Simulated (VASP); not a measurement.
# GeMo (CsCl type) (Pm-3m) in VASP: notebook

GeMo (CsCl type) is run at these levels: PBE; tasks: single point.

All numbers are computed with VASP 6.6.1; they aren't measurements. Logs are shortened: lines on timing, memory, paths and dates and some standing lists are left out, and cuts for length are marked.

### Step 1. The cell of the first run

It takes space group Pm-3m (No. 221, cubic). The conventional cell has a = 3.041 Å, b = 3.041 Å, c = 3.041 Å, α = 90.00°, β = 90.00°, γ = 90.00°. Mo (site symmetry m-3m) has 8 Ge at 2.63 Å and 6 Mo at 3.04 Å within 3.5 Å. Ge (site symmetry m-3m) has 8 Mo at 2.63 Å and 6 Ge at 3.04 Å within 3.5 Å.

### Step 2. Single point, PBE

INCAR

```
PREC = Accurate
ENCUT = 520
EDIFF = 1E-6
ISMEAR = -1
SIGMA = 0.08
LREAL = F
LASPH = T
NELM = 100
ALGO = Normal
ISIF = 2
LWAVE = F
LCHARG = F
GGA = PE
NBANDS = 21
```

KPOINTS

```
regular mesh
0
Gamma
  13 13 13
```

POSCAR

```
GeMo
1.0
    3.0405597322      0.0000000000      0.0000000000
    0.0000000000      3.0405597322      0.0000000000
    0.0000000000      0.0000000000      3.0405597322
Mo Ge
1 1
Direct
    0.0000000000      0.0000000000      0.0000000000
    0.5000000000      0.5000000000      0.5000000000
```

Potentials or basis: VASP PAW PBE potentials, release 64 (Mo_sv, Ge_d).

Command:

```
cat potpaw_PBE.64/Mo_sv/POTCAR potpaw_PBE.64/Ge_d/POTCAR > POTCAR
mpirun -np 1 vasp_std > vasp.out
```

OUTCAR:

```text
PREC = Accurate
   ENCUT = 520
   EDIFF = 1E-6
   ISMEAR = -1
   LREAL = F
   LASPH = T
   NELM = 100
   ISIF = 2
   GGA = PE

 ion  position               nearest neighbor table
   1  0.000  0.000  0.000-   2 2.63   2 2.63   2 2.63   2 2.63   2 2.63   2 2.63   2 2.63   2 2.63

   2  0.500  0.500  0.500-   1 2.63   1 2.63   1 2.63   1 2.63   1 2.63   1 2.63   1 2.63   1 2.63

  LATTYP: Found a simple cubic cell.
 ALAT       =     3.0405597322

  Lattice vectors:

 A1 = (   3.0405597322,   0.0000000000,   0.0000000000)
 A2 = (   0.0000000000,   3.0405597322,   0.0000000000)
 A3 = (   0.0000000000,   0.0000000000,   3.0405597322)

Analysis of symmetry for initial positions (statically):
=====================================================================
 Subroutine PRICEL returns:
 Original cell was already a primitive cell.

 Routine SETGRP: Setting up the symmetry group for a
 simple cubic supercell.

 Subroutine GETGRP returns: Found 48 space group operations
 (whereof 48 operations were pure point group operations)
 out of a pool of 48 trial point group operations.

The static configuration has the point symmetry O_h .

Analysis of symmetry for dynamics (positions and initial velocities):
=====================================================================
 Subroutine PRICEL returns:
 Original cell was already a primitive cell.

 Routine SETGRP: Setting up the symmetry group for a
 simple cubic supercell.

 Subroutine GETGRP returns: Found 48 space group operations
 (whereof 48 operations were pure point group operations)
 out of a pool of 48 trial point group operations.

The dynamic configuration has the point symmetry O_h .

 Subroutine INISYM returns: Found 48 space group operations
 (whereof 48 operations are pure point group operations),
 and found     1 'primitive' translations

----------------------------------------------------------------------------------------

                                     Primitive cell

  volume of cell :      28.1100

  direct lattice vectors                    reciprocal lattice vectors
     3.040559732  0.000000000  0.000000000     0.328886813  0.000000000  0.000000000
     0.000000000  3.040559732  0.000000000     0.000000000  0.328886813  0.000000000
     0.000000000  0.000000000  3.040559732     0.000000000  0.000000000  0.328886813

  length of vectors
     3.040559732  3.040559732  3.040559732     0.328886813  0.328886813  0.328886813

  position of ions in fractional coordinates (direct lattice)
     0.000000000  0.000000000  0.000000000
     0.500000000  0.500000000  0.500000000

  ion indices of the primitive-cell ions
   primitive index   ion index
                 1           1
                 2           2

----------------------------------------------------------------------------------------

 KPOINTS: regular mesh

Automatic generation of k-mesh.
 Grid dimensions read from file:
 generate k-points for:   13   13   13

 Generating k-lattice:

  Cartesian coordinates                     Fractional coordinates (reciprocal lattice)
     0.025298986  0.000000000  0.000000000     0.076923077  0.000000000  0.000000000
     0.000000000  0.025298986  0.000000000     0.000000000  0.076923077  0.000000000
     0.000000000  0.000000000  0.025298986     0.000000000  0.000000000  0.076923077

  Length of vectors
     0.025298986  0.025298986  0.025298986

  Shift w.r.t. Gamma in fractional coordinates (k-lattice)
     0.000000000  0.000000000  0.000000000

 Subroutine IBZKPT returns following result:
 ===========================================

 Found     84 irreducible k-points:

 Following reciprocal coordinates:
            Coordinates               Weight
  0.000000  0.000000  0.000000      1.000000
  0.076923  0.000000  0.000000      6.000000
  0.153846  0.000000  0.000000      6.000000
  0.230769  0.000000  0.000000      6.000000
  0.307692  0.000000  0.000000      6.000000
  0.384615  0.000000  0.000000      6.000000
[... 16 lines left out ...]
  0.307692  0.307692  0.000000     12.000000
  0.384615  0.307692  0.000000     24.000000
 [... further k-points ...]
   k-points           NKPTS =     84   k-points in BZ     NKDIM =     84   number of bands    NBANDS=     21
   number of dos      NEDOS =    301   number of ions     NIONS =      2
   total plane-waves  NPLWV =  13824
   dimension x,y,z NGX =    24 NGY =   24 NGZ =   24
   dimension x,y,z NGXF=    48 NGYF=   48 NGZF=   48
   ions per type =               1   1
   NGX,Y,Z   is equivalent  to a cutoff of  13.12, 13.12, 13.12 a.u.
   NGXF,Y,Z  is equivalent  to a cutoff of  26.24, 26.24, 26.24 a.u.
 SYSTEM =  unknown system
   PREC   = accura    normal or accurate (medium, high low for compatibility)
   ISTART =      0    job   : 0-new  1-cont  2-samecut
   ICHARG =      2    charge: 1-file 2-atom 10-const
   ISPIN  =      1    spin polarized calculation?
   LNONCOLLINEAR =      F non collinear calculations
   LSORBIT =      F    spin-orbit coupling
   LASPH  =      T    aspherical Exc in radial PAW
   ENCUT  =  520.0 eV  38.22 Ry    6.18 a.u.   5.65  5.65  5.65*2*pi/ulx,y,z
   NELM   =    100;   NELMIN=  2; NELMDL= -5     # of ELM steps
   EDIFF  = 0.1E-05   stopping-criterion for ELM
   LREAL  =      F    real-space projection
   EDIFFG = 0.1E-04   stopping-criterion for IOM
   NSW    =      0    number of steps for IOM
   IBRION =     -1    ionic relax: 0-MD 1-quasi-New 2-CG
   NFREE  =      0    steps in history (QN), initial steepest desc. (CG)
   ISIF   =      2    stress and relaxation
   ISYM   =      2    0-nonsym 1-usesym 2-fastsym
   POTIM  = 0.5000    time-step for ionic-motion
   TEBEG  =    0.0;   TEEND  =   0.0 temperature during run
   PSTRESS=    0.0 pullay stress
   NELECT =      28.0000    total number of electrons
   NUPDOWN=      -1.0000    fix difference up-down
   EMIN   =  10.00;   EMAX   =-10.00  energy-range for DOS
   EFERMI =   0.00;   METHOD = LEGACY
   ISMEAR =    -1;   SIGMA  =   0.08  broadening in eV -4-tet -1-fermi 0-gaus
   EFERMI_NEDOS =   21; number of points for ismear=-14 and -15
   IALGO  =     38    algorithm
   IMIX   =      4    mixing-type and parameters
     AMIX     =   0.40;   BMIX     =  1.00
     AMIX_MAG =   1.60;   BMIX_MAG =  1.00
  volume/ion in A,a.u.               =      14.05        94.85
  Fermi-wavevector in a.u.,A,eV,Ry     =   1.634961  3.089628 36.369683  2.673096
  Thomas-Fermi vector in A             =   2.726513
   LORBIT       =      0    0 simple, 1 ext, 2 COOP (PROOUT), +10 PAW based schemes
   GGA     = PE    functional components
[... 5 lines left out ...]
 non-spin polarized calculation
  energy-cutoff  :      520.00
  volume of cell :       28.11
 maximum number of plane-waves:       772
 NGX is ok and might be reduce to    24
   NGX = 11   NGY = 11   NGZ = 11

 number of electron      27.9999995 magnetization

 Free energy of the ion-electron system (eV)
  ---------------------------------------------------
  ext. energy  EPLUGINS =         0.00000000
  ---------------------------------------------------
  free energy    TOTEN  =       -15.06462512 eV

  energy without entropy =      -15.01542843  energy(sigma->0) =      -15.04002677

 E-fermi :  11.9989     XC(G=0): -13.4399

 val. band max:       11.9973700607   @ k =   0.3846   0.3846   0.0769
 cond. band min:      12.0030168738   @ k =   0.4615   0.3846   0.0769
 fundamental gap:      0.0056468131
 Fermi energy:        11.9988542787

 k-point     1 :       0.0000    0.0000    0.0000
  band No.  band energies     occupation
      1     -48.6780      2.00000
      2     -22.6562      2.00000
      3     -22.6562      2.00000
      4     -22.6562      2.00000
      5     -12.4309      2.00000
      6     -12.4309      2.00000
[... 13 lines left out ...]
     20      24.1607      0.00000
     21      24.1607      0.00000

 k-point     2 :       0.0769    0.0000    0.0000
  band No.  band energies     occupation
      1     -48.6760      2.00000
      2     -22.6811      2.00000
      3     -22.6543      2.00000
      4     -22.6543      2.00000
      5     -12.4304      2.00000
      6     -12.4255      2.00000
[... 13 lines left out ...]
     20      23.6566      0.00000
     21      24.5141      0.00000

 k-point     3 :       0.1538    0.0000    0.0000
  band No.  band energies     occupation
      1     -48.6705      2.00000
      2     -22.7493      2.00000
      3     -22.6490      2.00000
      4     -22.6490      2.00000
      5     -12.4289      2.00000
      6     -12.4104      2.00000
[... 13 lines left out ...]
     20      22.8077      0.00000
     21      25.8378      0.00000

 k-point     4 :       0.2308    0.0000    0.0000
  band No.  band energies     occupation
      1     -48.6627      2.00000
      2     -22.8443      2.00000
      3     -22.6416      2.00000
      4     -22.6416      2.00000
      5     -12.4267      2.00000
      6     -12.3890      2.00000
[... 13 lines left out ...]
     20      22.9704      0.00000
     21      27.9828      0.00000

 k-point     5 :       0.3077    0.0000    0.0000
  band No.  band energies     occupation
      1     -48.6543      2.00000
      2     -22.9437      2.00000
      3     -22.6336      2.00000
      4     -22.6336      2.00000
      5     -12.4245      2.00000
      6     -12.3664      2.00000
[... 13 lines left out ...]
     20      22.9119      0.00000
     21      26.6242      0.00000
[... 382 lines left out ...]
     20      22.6963      0.00000
     21      26.2532      0.00000

 k-point    22 :       0.4615    0.2308    0.0000
  band No.  band energies     occupation
      1     -48.6289      2.00000
      2     -23.0401      2.00000
      3     -22.7949      2.00000
      4     -22.6046      2.00000
      5     -12.3984      2.00000
      6     -12.3911      2.00000
[... 13 lines left out ...]
     20      21.7042      0.00000
     21      26.0291      0.00000

 k-point    23 :       0.3077    0.3077    0.0000
  band No.  band energies     occupation
      1     -48.6314      2.00000
      2     -22.9123      2.00000
      3     -22.8958      2.00000
      4     -22.6068      2.00000
      5     -12.3955      2.00000
      6     -12.3915      2.00000
[... 13 lines left out ...]
     20      23.8119      0.00000
     21      26.9072      0.00000

 k-point    24 :       0.3846    0.3077    0.0000
  band No.  band energies     occupation
      1     -48.6247      2.00000
      2     -22.9811      2.00000
      3     -22.8921      2.00000
      4     -22.5989      2.00000
      5     -12.3996      2.00000
      6     -12.3914      2.00000
[... 13 lines left out ...]
     20      23.2224      0.00000
     21      26.6032      0.00000

 [... further k-points ...]

------------------------ aborting loop because EDIFF is reached ----------------------------------------

  FORCE on cell =-STRESS in cart. coord.  units (eV):
  Direction    XX          YY          ZZ          XY          YZ          ZX
  --------------------------------------------------------------------------------------
  -------------------------------------------------------------------------------------
  Total        3.4359863      3.4359863      3.4359863      0.0000000      0.0000000      0.0000000
  in kB      195.8399939    195.8399939    195.8399939      0.0000000      0.0000000      0.0000000
  external PRESSURE =     195.8399939 kB  Pullay stress =       0.0000000 kB

 VOLUME and BASIS-vectors are now :
 -----------------------------------------------------------------------------
  energy-cutoff  :      520.00
  volume of cell :       28.11
      direct lattice vectors                 reciprocal lattice vectors
     3.040559732  0.000000000  0.000000000     0.328886813  0.000000000  0.000000000
     0.000000000  3.040559732  0.000000000     0.000000000  0.328886813  0.000000000
     0.000000000  0.000000000  3.040559732     0.000000000  0.000000000  0.328886813

 POSITION                                       TOTAL-FORCE (eV/Angst)
 -----------------------------------------------------------------------------------
      0.00000      0.00000      0.00000         0.000000      0.000000      0.000000
      1.52028      1.52028      1.52028         0.000000      0.000000      0.000000
 -----------------------------------------------------------------------------------
    total drift:                                0.000000      0.000000     -0.000000

  FREE ENERGIE OF THE ION-ELECTRON SYSTEM (eV)
  ---------------------------------------------------
  free  energy   TOTEN  =       -15.0646251189 eV

  energy  without entropy=      -15.0154284306  energy(sigma->0) =      -15.04002677
```

Run time: 18 s. Hardware: 1 thread of AMD EPYC 9R45 (Zen 5), shared host; peak memory 0.14 GiB.

Results:

| Quantity | Value |
| --- | --- |
| Free energy | -15.0646 eV |
| Pressure | 19.6 GPa |
| Band gap on the k mesh | zero (bands 14 and 15 overlap by 3.54 eV) |

Caveat: the cell stands under pressure.

### Step 3. Single point, PBE

INCAR

```
PREC = Accurate ; ENCUT = 520
EDIFF = 1E-6 ; ISMEAR = -1
SIGMA = 0.08 ; LREAL = F
LASPH = T ; NELM = 100
ALGO = Normal ; ISIF = 2
LWAVE = F ; LCHARG = T
GGA = PE ; LELF = T
LVHAR = T ; NBANDS = 21
```

KPOINTS

```
Automatic mesh
0
Gamma
  13 13 13
```

POSCAR

```
GeMo
1.0
    3.0408387393      0.0000000000      0.0000000000
    0.0000000000      3.0408387393      0.0000000000
    0.0000000000      0.0000000000      3.0408387393
Mo Ge
1 1
Direct
    0.0000000000      0.0000000000      0.0000000000
    0.5000000000      0.5000000000      0.5000000000
```

Potentials or basis: VASP PAW PBE potentials, release 64 (Mo_sv, Ge_d).

Command:

```
cat potpaw_PBE.64/Mo_sv/POTCAR potpaw_PBE.64/Ge_d/POTCAR > POTCAR
mpirun -np 1 vasp_std > vasp.out
```

It took 19 s on 1 thread of AMD EPYC 9R45 (Zen 5), shared host; peak memory 0.14 GiB.

Results (log left out):

- Free energy: -15.0656 eV
- Pressure: 19.5 GPa
- Band gap on the k mesh: zero (bands 14 and 15 overlap by 3.54 eV)

Levels at points of the mesh, in eV from the Fermi level:
```
           k point  band 12  band 13  band 14  band 15  band 16  band 17
(0.00, 0.00, 0.00)    -3.39     1.34     1.34     1.34     2.81     2.81
```

Caveat: the cell stands under pressure.
